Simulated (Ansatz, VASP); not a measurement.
**Two plane-wave programs on MgO**

File INCAR:

```
SYSTEM = MgO
  ALGO = Normal
  EDIFF = 1E-6
  ENCUT = 600
  GGA = CA
  GGA_COMPAT = .False.
  ISIF = 2
  ISMEAR = 0
  LASPH = .True.
  LCHARG = .False.
  LREAL = .False.
  LWAVE = .False.
  NBANDS = 11
  NELM = 120
  PREC = Accurate
  SIGMA = 0.02
```

Contents of KPOINTS:

```
k-points
0
Gamma
  10 10 10
  0 0 0
```

The input POSCAR:

```
MgO
1.0
    0.0000000000      2.0152464339      2.0152464339
    2.0152464339      0.0000000000      2.0152464339
    2.0152464339      2.0152464339      0.0000000000
Mg O
1 1
Direct
    0.0000000000      0.0000000000      0.0000000000
    0.5000000000      0.5000000000      0.5000000000
```

Input for Ansatz:

```yaml
crystal:
  lattice:
    - [0.0, 2.0152464339, 2.0152464339]
    - [2.0152464339, 0.0, 2.0152464339]
    - [2.0152464339, 2.0152464339, 0.0]
  atoms:
    - { symbol: Mg, position: [0.0, 0.0, 0.0] }
    - { symbol: O, position: [0.5, 0.5, 0.5] }
basis:
  ecutwfc: 420
kpoints:
  mp_grid: { grid: [10, 10, 10] }
hamiltonian:
  xc: lda
  pseudopotentials: { kind: paw }
scf:
  occupations: { method: gaussian, width: 0.02 }
output:
  forces: true
  stress: true
  eigenvalues: true
```

Alike in both runs: task single point; functional LDA; k mesh 10 × 10 × 10; occupations gaussian, width 0.02 eV; no spin polarisation.

|  | VASP | Ansatz |
| --- | --- | --- |
| version | VASP 6.6.1 | Ansatz 0.2.0 |
| potentials or method | VASP PAW LDA potentials, release 64 (Mg, O), cutoff 600 eV | scalar-relativistic, plane waves, PAW |
| valence electrons in the cell | 8 | 16 |

Ansatz gave:

| Item | Value |
| --- | --- |
| gap on the k mesh at the Fermi level (eV) | 6.05 |
| least direct gap on the mesh (eV) | 6.05 |
| pressure (GPa) | 19.8 |

Q: Estimate VASP's values.

A: gap on the k mesh at the Fermi level (eV): 6.06; least direct gap on the mesh (eV): 6.06; pressure (GPa): 17.7.

LDA's correlation is that of Perdew and Zunger in VASP and of Perdew and Wang (1992) in Ansatz. VASP's potentials hold 8 valence electrons a cell and Ansatz's 16, so a difference there can come from the potentials and not from the codes.
